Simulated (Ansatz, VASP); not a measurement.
## O in VASP and in Ansatz

Contents of INCAR:

```
SYSTEM = O
  PREC = Accurate
  ENCUT = 520
  EDIFF = 1E-6
  ISMEAR = 0
  SIGMA = 0.1
  LREAL = .False.
  LASPH = .True.
  NELM = 80
  ALGO = Normal
  ISIF = 2
  LWAVE = .False.
  LCHARG = .False.
  NBANDS = 13
```

The input KPOINTS:

```
regular mesh
0
Gamma
  8 8 8
  0 0 0
```

File POSCAR:

```
O
1.0
    0.0000000000      2.1075500000      3.3448500000
    1.4783500000      0.0000000000      3.3448500000
    1.4783500000      2.1075500000      0.0000000000
O
2
Direct
    0.0871000000      0.0871000000      0.9129000000
    0.9129000000      0.9129000000      0.0871000000
```

Input for Ansatz:

```yaml
crystal:
  lattice:
    - [0.0, 2.10755, 3.34485]
    - [1.47835, 0.0, 3.34485]
    - [1.47835, 2.10755, 0.0]
  atoms:
    - { symbol: O, position: [0.0871, 0.0871, 0.9129] }
    - { symbol: O, position: [0.9129, 0.9129, 0.0871] }
basis:
  ecutwfc: 420
kpoints:
  mp_grid: { grid: [8, 8, 8] }
hamiltonian:
  xc: lda
scf:
  occupations: { method: gaussian, width: 0.1 }
output:
  forces: true
  stress: true
  eigenvalues: true
```

Alike in both runs: task single point; functional LDA; k mesh 8 × 8 × 8; occupations gaussian, width 0.1 eV; no spin polarisation.

|  | VASP | Ansatz |
| --- | --- | --- |
| version | VASP 6.6.1 | Ansatz 0.2.0 |
| potentials or method | VASP PAW LDA potentials, release 64 (O), cutoff 520 eV | scalar-relativistic, plane waves, PAW |
| valence electrons in the cell | 12 | 12 |

VASP gave:

```
gap on the k mesh at the Fermi level (eV)                     : none
pressure (GPa)                                                : 8.4
traceless stress, the component that is largest in VASP (GPa) : 40.09
rms of the force components (eV/Å)                            : 2.885
```

Which values does Ansatz return?

gap on the k mesh at the Fermi level (eV): none; pressure (GPa): 1.6; traceless stress, the component that is largest in VASP (GPa): 25.73; rms of the force components (eV/Å): 1.474.

LDA's correlation is that of Perdew and Zunger in VASP and of Perdew and Wang (1992) in Ansatz. Atom by atom the forces differ by 1.411 eV/Å (rms over components). A gap of «none» marks a metal or a gap that the smearing closes.

Noted on VASP's run: the standard files for N, O and F lose accuracy on very short bonds; spin is off for a triplet molecule.
